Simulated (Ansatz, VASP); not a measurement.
**One calculation of GaN, two programs**

INCAR

```
SYSTEM = GaN
PREC = Accurate
ENCUT = 520
EDIFF = 1E-6
ISMEAR = -1
SIGMA = 0.1
LREAL = .False.
LASPH = .True.
NELM = 100
ALGO = Normal
ISIF = 2
LWAVE = .False.
LCHARG = .True.
GGA = PE
LELF = .True.
LVHAR = .True.
NBANDS = 16
```

File KPOINTS:

```
Automatic mesh
0
Gamma
  15 15 15
  0 0 0
```

The input POSCAR:

```
GaN
1.0
    0.0000000000      1.8393059244      1.8393059244
    1.8393059244      0.0000000000      1.8393059244
    1.8393059244      1.8393059244      0.0000000000
Ga N
1 1
Direct
    0.0000000000      0.0000000000      0.0000000000
    0.5000000000      0.5000000000      0.5000000000
```

Input for Ansatz:

```yaml
crystal:
  lattice:
    - [0.0, 1.8393059244, 1.8393059244]
    - [1.8393059244, 0.0, 1.8393059244]
    - [1.8393059244, 1.8393059244, 0.0]
  atoms:
    - { symbol: Ga, position: [0.0, 0.0, 0.0] }
    - { symbol: "N", position: [0.5, 0.5, 0.5] }
kpoints:
  mp_grid: { grid: [15, 15, 15] }
scf:
  occupations: { method: fermi_dirac, width: 0.1 }
hamiltonian:
  xc: pbe
  pseudopotentials: { kind: all_electron, lapw: { basis_error: 0.001 } }
output:
  forces: true
  stress: true
  eigenvalues: true
  populations: true
```

Change from the starting cell: volume scaled by 0.64, LAPW.

Alike in both runs: task single point; functional PBE; k mesh 15 × 15 × 15; occupations fermi-dirac, width 0.1 eV; no spin polarisation.

|  | VASP | Ansatz |
| --- | --- | --- |
| version | VASP 6.6.1 | Ansatz 0.2.0 |
| potentials or method | VASP PAW PBE potentials, release 64 (Ga_d, N), cutoff 520 eV | all-electron LAPW, scalar-relativistic |

```csv
,VASP,Ansatz,Ansatz less VASP
gap on the k mesh at the Fermi level (eV),3.82,3.85,+0.033
pressure (GPa),255.4,252.9,-2.48
```

Both programs put the cell under a high pressure, so it lies far from rest at this level. Ansatz ran all-electron here, and VASP with PAW potentials.

Noted on VASP's run: the cell as given lies far from equilibrium.
